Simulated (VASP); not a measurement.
# Bi2Se3 in VASP: further runs, part 2 of 2

VASP 6.6.1. The steps go on from the part before.

### 5 Single point, PBEsol (equal xy, yz and zx shear strains of +2 %)

The input, INCAR:

```
ALGO = Normal ; EDIFF = 1E-7
ENCUT = 520 ; GGA = PS
ISIF = 2 ; ISMEAR = -1
LASPH = True ; LCHARG = False
LREAL = False ; LWAVE = False
NBANDS = 32 ; NELM = 80
PREC = Accurate ; SIGMA = 0.03
```

The input, KPOINTS:

```
k-points
0
Gamma
  6 6 6
```

The input, POSCAR:

```
Bi2Se3
1.0
    2.1789124036      1.3121489696      9.5780047997
   -1.9640861900      1.2707189836      9.5365748138
    0.0715336865     -2.2965080533      9.5214103865
Bi Se
2 3
Direct
    0.4008000000      0.4008000000      0.4008000000
    0.5992000000      0.5992000000      0.5992000000
    0.0000000000      0.0000000000      0.0000000000
    0.2117000000      0.2117000000      0.2117000000
    0.7883000000      0.7883000000      0.7883000000
```

Potentials or basis: VASP PAW PBE potentials, release 64 (Bi_d, Se).

The run is started by

```bash
cat potpaw_PBE.64/Bi_d/POTCAR potpaw_PBE.64/Se/POTCAR > POTCAR
mpirun -np 1 vasp_std > vasp.out
```

OUTCAR:

```text
EDIFF = 1E-7
   ENCUT = 520
   GGA = PS
   ISIF = 2
   ISMEAR = -1
   LASPH = True
   LREAL = False
   NELM = 80
   PREC = Accurate

 ion  position               nearest neighbor table
   1  0.401  0.401  0.401-   5 2.83   5 2.84   5 2.88   3 3.05   3 3.07   3 3.11
   2  0.599  0.599  0.599-   4 2.83   4 2.84   4 2.88   3 3.05   3 3.07   3 3.11
   3  0.000  0.000  0.000-   2 3.05   1 3.05   1 3.07   2 3.07   2 3.11   1 3.11
   4  0.212  0.212  0.212-   2 2.83   2 2.84   2 2.88
   5  0.788  0.788  0.788-   1 2.83   1 2.84   1 2.88

  LATTYP: Found a triclinic cell.
 ALAT       =     4.1071994077
 B/A-ratio  =     1.0088170701
 C/A-ratio  =     2.3847658486
 COS(alpha) =     0.0146781630
 COS(beta)  =     0.2036697513
 COS(gamma) =     0.4868514561

  Lattice vectors:

 A1 = (   2.0356198765,  -3.5672270369,  -0.0151644273)
 A2 = (   4.1429985936,   0.0414299860,   0.0414299859)
 A3 = (   0.0715336865,  -2.2965080533,   9.5214103865)

Analysis of symmetry for initial positions (statically):
=====================================================================
 Subroutine PRICEL returns:
 Original cell was already a primitive cell.

 Routine SETGRP: Setting up the symmetry group for a
 triclinic supercell.

 Subroutine GETGRP returns: Found  2 space group operations
 (whereof  2 operations were pure point group operations)
 out of a pool of  2 trial point group operations.

The static configuration has the point symmetry S_2 .

Analysis of symmetry for dynamics (positions and initial velocities):
=====================================================================
 Subroutine PRICEL returns:
 Original cell was already a primitive cell.

 Routine SETGRP: Setting up the symmetry group for a
 triclinic supercell.

 Subroutine GETGRP returns: Found  2 space group operations
 (whereof  2 operations were pure point group operations)
 out of a pool of  2 trial point group operations.
[... 120 lines left out ...]
   EMIN   =  10.00;   EMAX   =-10.00  energy-range for DOS
   EFERMI =   0.00;   METHOD = LEGACY
   ISMEAR =    -1;   SIGMA  =   0.03  broadening in eV -4-tet -1-fermi 0-gaus
   EFERMI_NEDOS =   21; number of points for ismear=-14 and -15
   IALGO  =     38    algorithm
   IMIX   =      4    mixing-type and parameters
     AMIX     =   0.40;   BMIX     =  1.00
     AMIX_MAG =   1.60;   BMIX_MAG =  1.00
  volume/ion in A,a.u.               =      28.37       191.45
  Fermi-wavevector in a.u.,A,eV,Ry     =   1.140814  2.155825 17.707378  1.301456
  Thomas-Fermi vector in A             =   2.277515
   LORBIT       =      0    0 simple, 1 ext, 2 COOP (PROOUT), +10 PAW based schemes
   GGA     = PS    functional components
   LHFCALC =     F    Hartree Fock is set to
   AEXX    =    0.0000 exact exchange contribution
   IVDW    =     0    specifies the selected vdW correction
   LEPSILON=     F    determine dielectric tensor
   LRPA    =     F    only Hartree local field effects (RPA)
 non-spin polarized calculation
  energy-cutoff  :      520.00
  volume of cell :      141.85
 maximum number of plane-waves:      3852
 NGX is ok and might be reduce to    80
   NGX = 37   NGY = 37   NGZ = 37

 number of electron      47.9999997 magnetization

 Free energy of the ion-electron system (eV)
  ---------------------------------------------------
  ext. energy  EPLUGINS =         0.00000000
  ---------------------------------------------------
  free energy    TOTEN  =       -22.03257766 eV

  energy without entropy =      -22.03239892  energy(sigma->0) =      -22.03248829

 E-fermi :   4.8925     XC(G=0):  -9.6828

 val. band max:        4.8253675868   @ k =   0.0000   0.0000   0.0000
 cond. band min:       4.9596539603   @ k =   0.0000   0.0000   0.0000
 fundamental gap:      0.1342863735
 Fermi energy:         4.8925105717

 k-point     1 :       0.0000    0.0000    0.0000
  band No.  band energies     occupation
      1     -18.2067      2.00000
      2     -18.2052      2.00000
      3     -18.2017      2.00000
      4     -18.2001      2.00000
      5     -18.1922      2.00000
      6     -18.1900      2.00000
[... 829 lines left out ...]
     31       9.8057      0.00000
     32      10.5977      0.00000

 [... further k-points ...]
[... 5 lines left out ...]
  --------------------------------------------------------------------------------------
  -------------------------------------------------------------------------------------
  Total        0.2415595     -0.7197117     -0.1984756     -0.1677619     -1.0117393     -0.5479959
  in kB        2.7284311     -8.1291935     -2.2417960     -1.8948825    -11.4276646     -6.1896517
  external PRESSURE =      -2.5475195 kB  Pullay stress =       0.0000000 kB

 VOLUME and BASIS-vectors are now :
 -----------------------------------------------------------------------------
  energy-cutoff  :      520.00
  volume of cell :      141.85
      direct lattice vectors                 reciprocal lattice vectors
     2.178912404  1.312148970  9.578004800     0.239693021  0.136647145  0.031157689
    -1.964086190  1.270718984  9.536574814    -0.243144729  0.141427716  0.035938261
     0.071533686 -2.296508053  9.521410386     0.002414243 -0.279112327  0.037688071

 POSITION                                       TOTAL-FORCE (eV/Angst)
 -----------------------------------------------------------------------------------
      0.11477      0.11477     11.47730         0.036487      0.067721     -0.188429
      0.17159      0.17159     17.15869        -0.036487     -0.067721      0.188429
      0.00000      0.00000      0.00000         0.000000      0.000000     -0.000000
      0.06062      0.06062      6.06224         0.084916      0.157667     -0.100931
      0.22574      0.22574     22.57375        -0.084916     -0.157667      0.100931
 -----------------------------------------------------------------------------------
    total drift:                                0.000000      0.000000     -0.000000

  FREE ENERGIE OF THE ION-ELECTRON SYSTEM (eV)
  ---------------------------------------------------
  free  energy   TOTEN  =       -22.0325776649 eV

  energy  without entropy=      -22.0323989171  energy(sigma->0) =      -22.03248829
```

It took 52 min on 1 thread of Intel Xeon Platinum 8488C (Sapphire Rapids), shared host; peak memory 1.2 GiB.

What came out:

```yaml
Free_energy: -22.0326 eV
Pressure: -0.3 GPa
Largest_force: 0.206 eV/Å
Band_gap_on_the_k_mesh: 0.13 eV
```

Forces in eV/Å, atoms in the order of the input:
```
Bi   0.036  0.068 -0.188
Bi  -0.036 -0.068  0.188
Se   0.000  0.000  0.000
Se   0.085  0.158 -0.101
Se  -0.085 -0.158  0.101
```

Caveat: the cell differs from its parent crystal (equal xy, yz and zx shear strains of +2 %); the PAW data sets were made with another functional, which shifts forces and pressure a little; spin-orbit coupling is left out, which moves the levels of the heavy elements. A k mesh can miss the band edges.

### 6 Single point, PBEsol (27.24 Å³/atom)

This run uses another cell than the first one, of 27.24 Å³/atom.

The input, INCAR:

```
PREC = Accurate ; ENCUT = 520
EDIFF = 1E-6 ; ISMEAR = -1
SIGMA = 0.03 ; LREAL = False
LASPH = True ; NELM = 100
ALGO = Normal ; ISIF = 2
LWAVE = False ; LCHARG = True
GGA = PS ; LELF = True
LVHAR = True ; NBANDS = 32
```

The input, KPOINTS:

```
regular mesh
0
Gamma
  6 6 6
```

POSCAR: that of step 5 with these lines changed.

```diff
@@ -2,5 +2,5 @@
 1.0
-    2.1789124036      1.3121489696      9.5780047997
-   -1.9640861900      1.2707189836      9.5365748138
-    0.0715336865     -2.2965080533      9.5214103865
+    2.0435026311      1.1798167941      9.4163232398
+   -2.0435026311      1.1798167941      9.4163232398
+    0.0000000000     -2.3596335883      9.4163232398
 Bi Se
```

Potentials or basis: VASP PAW PBE potentials, release 64 (Bi_d, Se).

The run is started by

```bash
cat potpaw_PBE.64/Bi_d/POTCAR potpaw_PBE.64/Se/POTCAR > POTCAR
mpirun -np 1 vasp_std > vasp.out
```

OUTCAR:

```text
PREC = Accurate
   ENCUT = 520
   EDIFF = 1E-6
   ISMEAR = -1
   LREAL = False
   LASPH = True
   NELM = 100
   ISIF = 2
   GGA = PS

 ion  position               nearest neighbor table
   1  0.401  0.401  0.401-   5 2.81   5 2.81   5 2.81   3 3.03   3 3.03   3 3.03
   2  0.599  0.599  0.599-   4 2.81   4 2.81   4 2.81   3 3.03   3 3.03   3 3.03
   3  0.000  0.000  0.000-   2 3.03   1 3.03   2 3.03   2 3.03   1 3.03   1 3.03
   4  0.212  0.212  0.212-   2 2.81   2 2.81   2 2.81
   5  0.788  0.788  0.788-   1 2.81   1 2.81   1 2.81

  LATTYP: Found a trigonal (rhomboedric) cell.
 ALAT       =     9.7074720719
 COS(alpha) =     0.9113725817

  Lattice vectors:

 A1 = (   2.0435026311,   1.1798167941,   9.4163232398)
 A2 = (  -2.0435026311,   1.1798167941,   9.4163232398)
 A3 = (   0.0000000000,  -2.3596335883,   9.4163232398)

Analysis of symmetry for initial positions (statically):
=====================================================================
 Subroutine PRICEL returns:
 Original cell was already a primitive cell.

[... 168 lines left out ...]
  ext. energy  EPLUGINS =         0.00000000
  ---------------------------------------------------
  free energy    TOTEN  =       -22.01093046 eV

  energy without entropy =      -22.01069843  energy(sigma->0) =      -22.01081444

 E-fermi :   5.3936     XC(G=0):  -9.8671

 val. band max:        5.3401473079   @ k =   0.0000   0.0000   0.0000
 cond. band min:       5.4471550963   @ k =   0.0000   0.0000   0.0000
 fundamental gap:      0.1070077885
 Fermi energy:         5.3936317309

 k-point     1 :       0.0000    0.0000    0.0000
  band No.  band energies     occupation
      1     -17.7614      2.00000
      2     -17.7614      2.00000
      3     -17.7589      2.00000
      4     -17.7589      2.00000
      5     -17.7460      2.00000
      6     -17.7430      2.00000
[... 829 lines left out ...]
     31      10.4470      0.00000
     32      11.6838      0.00000

 [... further k-points ...]
[... 5 lines left out ...]
  --------------------------------------------------------------------------------------
  -------------------------------------------------------------------------------------
  Total        2.1341118      2.1341118      2.1239699      0.0000000     -0.0000000      0.0000000
  in kB       25.1018290     25.1018290     24.9825381      0.0000000     -0.0000000      0.0000000
  external PRESSURE =      25.0620654 kB  Pullay stress =       0.0000000 kB

 VOLUME and BASIS-vectors are now :
 -----------------------------------------------------------------------------
  energy-cutoff  :      520.00
  volume of cell :      136.21
      direct lattice vectors                 reciprocal lattice vectors
     2.043502631  1.179816794  9.416323240     0.244677933  0.141264871  0.035399521
    -2.043502631  1.179816794  9.416323240    -0.244677933  0.141264871  0.035399521
     0.000000000 -2.359633588  9.416323240     0.000000000 -0.282529741  0.035399521

 POSITION                                       TOTAL-FORCE (eV/Angst)
 -----------------------------------------------------------------------------------
      0.00000     -0.00000     11.32219         0.000000      0.000000     -0.324043
      0.00000     -0.00000     16.92678         0.000000     -0.000000      0.324043
      0.00000      0.00000      0.00000         0.000000     -0.000000      0.000000
      0.00000     -0.00000      5.98031         0.000000      0.000000     -0.433324
      0.00000     -0.00000     22.26866         0.000000     -0.000000      0.433324
 -----------------------------------------------------------------------------------
    total drift:                                0.000000      0.000000      0.000000

  FREE ENERGIE OF THE ION-ELECTRON SYSTEM (eV)
  ---------------------------------------------------
  free  energy   TOTEN  =       -22.0109304569 eV

  energy  without entropy=      -22.0106984318  energy(sigma->0) =      -22.01081444
```

stdout:

```text
POSCAR found type information on POSCAR BiSe
 POSCAR found :  2 types and       5 ions
 scaLAPACK will be used
 -----------------------------------------------------------------------------
|                                                                             |
|                                                                             |
|     You enforced a specific xc type in the INCAR file but a different       |
|     I HOPE YOU KNOW WHAT YOU ARE DOING!                                     |
|                                                                             |
 -----------------------------------------------------------------------------

 LDA part: xc-table for (Slater+PW92), standard interpolation
 POSCAR, INCAR and KPOINTS ok, starting setup
 FFT: planning ... GRIDC
 FFT: planning ... GRID_SOFT
 FFT: planning ... GRID
 WAVECAR not read
 entering main loop
```

It took 7 min on 1 thread of AMD EPYC 9R45 (Zen 5), shared host; peak memory 0.71 GiB.

What came out:

```yaml
Free_energy: -22.0109 eV
Pressure: 2.5 GPa
Largest_force: 0.433 eV/Å
Band_gap_on_the_k_mesh: 0.11 eV
```

Forces on the atoms (eV/Å):
```
Bi   0.000  0.000 -0.324
Bi   0.000  0.000  0.324
Se   0.000  0.000  0.000
Se   0.000  0.000 -0.433
Se   0.000  0.000  0.433
```

Caveat: the PAW data sets were made with another functional, which shifts forces and pressure a little; spin-orbit coupling is left out, which moves the levels of the heavy elements.

### 7 The runs side by side

```tsv
cell	gap on the mesh (eV)	pressure (GPa)	largest force (eV/Å)
a = 9.563 Å, angles 25.0°, 5 atoms	0.03	1.7	0.40
a = 9.748 Å, angles 24.5°, 5 atoms	0.10	0.3	0.21
a = 10.026 Å, angles 23.8°, 5 atoms	0.22	-1.5	0.14
a = 9.910, b = 9.819, c = 9.795 Å, angles 24.2, 24.5, 24.2°, 5 atoms	0.13	-0.3	0.21
a = 9.707 Å, angles 24.3°, 5 atoms	0.11	2.5	0.43
```

Alike in all rows: task single point; level PBEsol; potentials or basis VASP PAW PBE potentials, release 64 (Bi_d, Se); no spin polarisation; k mesh 6 × 6 × 6; cutoff (eV) 520; smearing fermi-dirac 0.03 eV.

Caveats: the PAW data sets were made with another functional, which shifts forces and pressure a little; spin-orbit coupling is left out, which moves the levels of the heavy elements.

Total energies depend on the potentials used, so only differences within one code and one set of settings carry meaning.
